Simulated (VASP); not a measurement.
# Y4Au (Pm-3m) in VASP: single point with PBE

Aim: the single point of Y4Au with PBE.

Program: VASP 6.6.1. These are calculated values, not measurements. Logs are shortened: lines on timing, memory, paths and dates and some standing lists are left out, and cuts for length are marked.

### Step 1. The cell of the first run

Symmetry: Pm-3m, No. 221, cubic system. Conventional cell: a = 5.566 Å, b = 5.566 Å, c = 5.566 Å, α = 90.00°, β = 90.00°, γ = 90.00°. Y (site symmetry 4/mmm) has 2 Au at 2.78 Å within 3.7 Å. Within 5.2 Å of Y (site symmetry m-3m) lie 12 Y at 3.94 Å and 8 Au at 4.82 Å. Within 3.7 Å of Au (site symmetry m-3m) lie 6 Y at 2.78 Å.

### Step 2. Single point, PBE

POSCAR reads:

```
Y4Au
1.0
    5.5656729618      0.0000000000      0.0000000000
    0.0000000000      5.5656729618      0.0000000000
    0.0000000000      0.0000000000      5.5656729618
Y Au
4 1
Direct
    0.5000000000      0.0000000000      0.0000000000
    0.0000000000      0.5000000000      0.0000000000
    0.0000000000      0.0000000000      0.5000000000
    0.5000000000      0.5000000000      0.5000000000
    0.0000000000      0.0000000000      0.0000000000
```

INCAR.step1 reads:

```
PREC = Accurate
ENCUT = 520
EDIFF = 1E-7
ISMEAR = 0
SIGMA = 0.1
LREAL = F
LASPH = T
NELM = 100
ALGO = Fast
ISIF = 2
LWAVE = F
LCHARG = T
LMAXMIX = 4
GGA = PE
NBANDS = 36
```

KPOINTS.step1 reads:

```
Automatic mesh
0
Gamma
  8 8 8
```

INCAR.step2 reads:

```
PREC = Accurate
ENCUT = 520
EDIFF = 1E-7
ISMEAR = -5
SIGMA = 0.1
LREAL = F
LASPH = T
NELM = 100
ALGO = Fast
ISIF = 2
LWAVE = F
LCHARG = F
LMAXMIX = 4
GGA = PE
LORBIT = 11
NBANDS = 36
NEDOS = 2001
ICHARG = 11
```

KPOINTS.step2 reads:

```
Automatic mesh
0
Gamma
  12 12 12
```

Potentials or basis: VASP PAW PBE potentials, release 64 (Y_sv, Au).

Run with:

```sh
cat potpaw_PBE.64/Y_sv/POTCAR potpaw_PBE.64/Au/POTCAR > POTCAR
cp INCAR.step1 INCAR
cp KPOINTS.step1 KPOINTS
mpirun -np 1 vasp_std > vasp.out
cp INCAR.step2 INCAR
cp KPOINTS.step2 KPOINTS
mpirun -np 1 vasp_std > vasp.out
```

OUTCAR:

```text
PREC = Accurate
   ENCUT = 520
   EDIFF = 1E-7
   ISMEAR = -5
   LREAL = F
   LASPH = T
   NELM = 100
   ISIF = 2
   GGA = PE
   LORBIT = 11
   ICHARG = 11

 ion  position               nearest neighbor table
   1  0.500  0.000  0.000-   5 2.78   5 2.78   4 3.94   2 3.94   3 3.94   4 3.94   2 3.94   4 3.94
                             4 3.94   2 3.94   3 3.94   3 3.94   3 3.94   2 3.94
   2  0.000  0.500  0.000-   5 2.78   5 2.78   4 3.94   1 3.94   3 3.94   4 3.94   1 3.94   3 3.94
                             3 3.94   3 3.94   1 3.94   4 3.94   4 3.94   1 3.94
   3  0.000  0.000  0.500-   5 2.78   5 2.78   4 3.94   1 3.94   1 3.94   2 3.94   2 3.94   2 3.94
                             4 3.94   2 3.94   1 3.94   4 3.94   1 3.94   4 3.94
   4  0.500  0.500  0.500-   1 3.94   2 3.94   3 3.94   1 3.94   2 3.94   1 3.94   3 3.94   1 3.94
                             2 3.94   3 3.94   2 3.94   3 3.94
   5  0.000  0.000  0.000-   1 2.78   2 2.78   3 2.78   3 2.78   2 2.78   1 2.78

  LATTYP: Found a simple cubic cell.
 ALAT       =     5.5656729618

  Lattice vectors:

 A1 = (   5.5656729618,   0.0000000000,   0.0000000000)
 A2 = (   0.0000000000,   5.5656729618,   0.0000000000)
 A3 = (   0.0000000000,   0.0000000000,   5.5656729618)

Analysis of symmetry for initial positions (statically):
=====================================================================
 Subroutine PRICEL returns:
 Original cell was already a primitive cell.

 Routine SETGRP: Setting up the symmetry group for a
 simple cubic supercell.

 Subroutine GETGRP returns: Found 48 space group operations
 (whereof 48 operations were pure point group operations)
 out of a pool of 48 trial point group operations.

The static configuration has the point symmetry O_h .

Analysis of symmetry for dynamics (positions and initial velocities):
=====================================================================
 Subroutine PRICEL returns:
 Original cell was already a primitive cell.

 Routine SETGRP: Setting up the symmetry group for a
 simple cubic supercell.

 Subroutine GETGRP returns: Found 48 space group operations
 (whereof 48 operations were pure point group operations)
 out of a pool of 48 trial point group operations.

The dynamic configuration has the point symmetry O_h .

 Subroutine INISYM returns: Found 48 space group operations
 (whereof 48 operations are pure point group operations),
 and found     1 'primitive' translations

----------------------------------------------------------------------------------------

                                     Primitive cell

  volume of cell :     172.4063

  direct lattice vectors                    reciprocal lattice vectors
     5.565672962  0.000000000  0.000000000     0.179672792  0.000000000  0.000000000
     0.000000000  5.565672962  0.000000000     0.000000000  0.179672792  0.000000000
     0.000000000  0.000000000  5.565672962     0.000000000  0.000000000  0.179672792

  length of vectors
     5.565672962  5.565672962  5.565672962     0.179672792  0.179672792  0.179672792

  position of ions in fractional coordinates (direct lattice)
     0.500000000  0.000000000  0.000000000
     0.000000000  0.500000000  0.000000000
     0.000000000  0.000000000  0.500000000
     0.500000000  0.500000000  0.500000000
     0.000000000  0.000000000  0.000000000

  ion indices of the primitive-cell ions
   primitive index   ion index
                 1           1
                 2           2
                 3           3
                 4           4
                 5           5

----------------------------------------------------------------------------------------

 KPOINTS: Automatic mesh

Automatic generation of k-mesh.
 Grid dimensions read from file:
 generate k-points for:   12   12   12

 Generating k-lattice:

  Cartesian coordinates                     Fractional coordinates (reciprocal lattice)
     0.014972733  0.000000000  0.000000000     0.083333333  0.000000000  0.000000000
     0.000000000  0.014972733  0.000000000     0.000000000  0.083333333  0.000000000
     0.000000000  0.000000000  0.014972733     0.000000000  0.000000000  0.083333333

  Length of vectors
     0.014972733  0.014972733  0.014972733

  Shift w.r.t. Gamma in fractional coordinates (k-lattice)
     0.000000000  0.000000000  0.000000000

 TETIRR: Found    854 inequivalent tetrahedra from    10368

 Subroutine IBZKPT returns following result:
 ===========================================

 Found     84 irreducible k-points:

 Following reciprocal coordinates:
            Coordinates               Weight
  0.000000  0.000000  0.000000      1.000000
  0.083333  0.000000  0.000000      6.000000
  0.166667  0.000000  0.000000      6.000000
  0.250000  0.000000  0.000000      6.000000
  0.333333  0.000000  0.000000      6.000000
  0.416667  0.000000  0.000000      6.000000
[... 16 lines left out ...]
  0.333333  0.333333  0.000000     12.000000
  0.416667  0.333333  0.000000     24.000000
 [... further k-points ...]
   k-points           NKPTS =     84   k-points in BZ     NKDIM =     84   number of bands    NBANDS=     36
   number of dos      NEDOS =   2001   number of ions     NIONS =      5
   total plane-waves  NPLWV =  74088
   dimension x,y,z NGX =    42 NGY =   42 NGZ =   42
   dimension x,y,z NGXF=    84 NGYF=   84 NGZF=   84
   ions per type =               4   1
   NGX,Y,Z   is equivalent  to a cutoff of  12.55, 12.55, 12.55 a.u.
   NGXF,Y,Z  is equivalent  to a cutoff of  25.09, 25.09, 25.09 a.u.
 SYSTEM =  unknown system
   PREC   = accura    normal or accurate (medium, high low for compatibility)
   ISTART =      0    job   : 0-new  1-cont  2-samecut
   ICHARG =     11    charge: 1-file 2-atom 10-const
   ISPIN  =      1    spin polarized calculation?
   LNONCOLLINEAR =      F non collinear calculations
   LSORBIT =      F    spin-orbit coupling
   LASPH  =      T    aspherical Exc in radial PAW
   ENCUT  =  520.0 eV  38.22 Ry    6.18 a.u.  10.35 10.35 10.35*2*pi/ulx,y,z
   NELM   =    100;   NELMIN=  2; NELMDL=  0     # of ELM steps
   EDIFF  = 0.1E-06   stopping-criterion for ELM
   LREAL  =      F    real-space projection
   EDIFFG = 0.1E-05   stopping-criterion for IOM
   NSW    =      0    number of steps for IOM
   IBRION =     -1    ionic relax: 0-MD 1-quasi-New 2-CG
   NFREE  =      0    steps in history (QN), initial steepest desc. (CG)
   ISIF   =      2    stress and relaxation
   ISYM   =      2    0-nonsym 1-usesym 2-fastsym
   POTIM  = 0.5000    time-step for ionic-motion
   TEBEG  =    0.0;   TEEND  =   0.0 temperature during run
   PSTRESS=    0.0 pullay stress
   NELECT =      55.0000    total number of electrons
   NUPDOWN=      -1.0000    fix difference up-down
   EMIN   =  10.00;   EMAX   =-10.00  energy-range for DOS
   EFERMI =   0.00;   METHOD = LEGACY
   ISMEAR =    -5;   SIGMA  =   0.10  broadening in eV -4-tet -1-fermi 0-gaus
   EFERMI_NEDOS =   21; number of points for ismear=-14 and -15
   IALGO  =     68    algorithm
   IMIX   =      4    mixing-type and parameters
     AMIX     =   0.40;   BMIX     =  1.00
     AMIX_MAG =   1.60;   BMIX_MAG =  1.00
  volume/ion in A,a.u.               =      34.48       232.69
  Fermi-wavevector in a.u.,A,eV,Ry     =   1.118608  2.113863 17.024760  1.251285
  Thomas-Fermi vector in A             =   2.255241
   LORBIT       =     11    0 simple, 1 ext, 2 COOP (PROOUT), +10 PAW based schemes
   GGA     = PE    functional components
   LHFCALC =     F    Hartree Fock is set to
   AEXX    =    0.0000 exact exchange contribution
   IVDW    =     0    specifies the selected vdW correction
   LEPSILON=     F    determine dielectric tensor
   LRPA    =     F    only Hartree local field effects (RPA)
 non-spin polarized calculation
 RMM-DIIS sequential band-by-band and
 Fermi weights with tetrahedron method with Bloechl corrections
  energy-cutoff  :      520.00
  volume of cell :      172.41
 maximum number of plane-waves:      4697
 NGX is ok and might be reduce to    42

 number of electron      55.0000013 magnetization

 Free energy of the ion-electron system (eV)
  ---------------------------------------------------
  ext. energy  EPLUGINS =         0.00000000
  ---------------------------------------------------
  free energy    TOTEN  =       -29.28445932 eV

  energy without entropy =      -29.28445932  energy(sigma->0) =      -29.28445932

 E-fermi :   3.1650     XC(G=0):  -9.1227

 val. band max:        3.2378094998   @ k =   0.5000   0.5000   0.0833
 cond. band min:       3.1627603159   @ k =   0.1667   0.1667   0.0833
 fundamental gap:     -0.0750491840
 Fermi energy:         3.1649903051

 k-point     1 :       0.0000    0.0000    0.0000
  band No.  band energies     occupation
      1     -40.5047      2.00000
      2     -40.0292      2.00000
      3     -40.0104      2.00000
      4     -40.0104      2.00000
      5     -20.4386      2.00000
      6     -20.4386      2.00000
[... 28 lines left out ...]
     35       6.1977      0.00000
     36       6.1978      0.00000

 k-point     2 :       0.0833    0.0000    0.0000
  band No.  band energies     occupation
      1     -40.5047      2.00000
      2     -40.0289      2.00000
      3     -40.0106      2.00000
      4     -40.0104      2.00000
      5     -20.4382      2.00000
      6     -20.4382      2.00000
[... 28 lines left out ...]
     35       6.1289      0.00000
     36       6.2035      0.00000
[... 817 lines left out ...]
     35       5.1273      0.00000
     36       5.2957      0.00000

 k-point    24 :       0.4167    0.3333    0.0000
  band No.  band energies     occupation
      1     -40.5045      2.00000
      2     -40.0200      2.00000
      3     -40.0146      2.00000
      4     -40.0128      2.00000
      5     -20.4360      2.00000
      6     -20.4332      2.00000
[... 28 lines left out ...]
     35       4.9577      0.00000
     36       5.1622      0.00000

 [... further k-points ...]

------------------------ aborting loop because EDIFF is reached ----------------------------------------

  FORCE on cell =-STRESS in cart. coord.  units (eV):
  Direction    XX          YY          ZZ          XY          YZ          ZX
  --------------------------------------------------------------------------------------
  -------------------------------------------------------------------------------------
  Total       -0.1067432     -0.1067432     -0.1067432      0.0000000      0.0000000     -0.0000000
  in kB       -0.9919683     -0.9919683     -0.9919683      0.0000000      0.0000000     -0.0000000
  external PRESSURE =      -0.9919683 kB  Pullay stress =       0.0000000 kB

 VOLUME and BASIS-vectors are now :
 -----------------------------------------------------------------------------
  energy-cutoff  :      520.00
  volume of cell :      172.41
      direct lattice vectors                 reciprocal lattice vectors
     5.565672962  0.000000000  0.000000000     0.179672792  0.000000000  0.000000000
     0.000000000  5.565672962  0.000000000     0.000000000  0.179672792  0.000000000
     0.000000000  0.000000000  5.565672962     0.000000000  0.000000000  0.179672792

 POSITION                                       TOTAL-FORCE (eV/Angst)
 -----------------------------------------------------------------------------------
      2.78284      0.00000      0.00000         0.000000      0.000000      0.000000
      0.00000      2.78284      0.00000         0.000000      0.000000      0.000000
      0.00000      0.00000      2.78284         0.000000      0.000000      0.000000
      2.78284      2.78284      2.78284         0.000000      0.000000      0.000000
      0.00000      0.00000      0.00000         0.000000      0.000000      0.000000
 -----------------------------------------------------------------------------------
    total drift:                               -0.000000      0.000000     -0.000000

  FREE ENERGIE OF THE ION-ELECTRON SYSTEM (eV)
  ---------------------------------------------------
  free  energy   TOTEN  =       -29.2844593224 eV

  energy  without entropy=      -29.2844593224  energy(sigma->0) =      -29.28445932

 total charge

# of ion       s       p       d       f       tot
--------------------------------------------------
    1        2.247   6.291   0.844   0.025   9.407
    2        2.247   6.291   0.844   0.025   9.407
    3        2.247   6.291   0.844   0.025   9.407
    4        2.257   6.098   0.775   0.004   9.133
    5        0.884   0.461   8.595   0.000   9.940
--------------------------------------------------
tot          9.880  25.432  11.902   0.078  47.293
```

Run time: 35 min. Hardware: 1 thread of Intel Xeon 8259CL, shared host; peak memory 0.59 GiB.

What came out:

```
Valence electrons inside the program's atomic spheres : Y 9.41, 9.13 (each value once); Au 9.94
```

Levels at points of the mesh, in eV from the Fermi level:
| k point | band 25 | band 26 | band 27 | band 28 | band 29 | band 30 |
| --- | --- | --- | --- | --- | --- | --- |
| (0.00, 0.00, 0.00) | -1.29 | -0.02 | -0.02 | -0.02 | 0.54 | 0.54 |
| (0.50, 0.00, 0.00) | -0.57 | -0.41 | -0.41 | 0.20 | 0.24 | 0.56 |
| (0.50, 0.50, 0.00) | -1.64 | -0.49 | -0.14 | 0.14 | 0.14 | 0.21 |
| (0.50, 0.50, 0.50) | -2.34 | -1.78 | 0.18 | 0.18 | 0.18 | 0.61 |

Caveat: spin-orbit coupling is left out, which moves the levels of the heavy elements; tetrahedron occupations give inexact forces and stress in metals.
